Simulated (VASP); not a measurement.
ZnS, 2 atoms in the cell. The structure is cubic, space group F-43m (No. 216). Conventional cell: a = 5.388 Å, b = 5.388 Å, c = 5.388 Å, α = 90.00°, β = 90.00°, γ = 90.00°. Zn (site symmetry -43m) has 4 S at 2.33 Å within 3.1 Å. S (site symmetry -43m) has 4 Zn at 2.33 Å within 3.1 Å. 

- Program: VASP 6.6.1
- Task: single point
- Functional: PBE
- Potentials or basis: VASP PAW PBE potentials, release 64 (Zn, S)
- Cutoff: 500 eV
- k mesh: 5 × 5 × 5
- Occupations: gaussian, width 0.01 eV
- Spin: no spin polarisation
- Dipole correction: no
- Further INCAR settings: ALGO = Normal; EDIFF = 1e-06; NBANDS = 16

Potentials or basis: VASP PAW PBE potentials, release 64 (Zn, S).

Command:

```console
$ cat potpaw_PBE.64/Zn/POTCAR potpaw_PBE.64/S/POTCAR > POTCAR
$ mpirun -np 1 vasp_std > vasp.out
```

Hardware: 1 thread of Intel(R) Xeon(R) Platinum 8559C (Emerald Rapids), on a shared host.

How long does it take, and how much memory?

It took 7.2 s on 1 thread of Intel(R) Xeon(R) Platinum 8559C (Emerald Rapids), on a shared host, peak memory 0.15 GiB. Counts: scf iterations 12, k points 10.
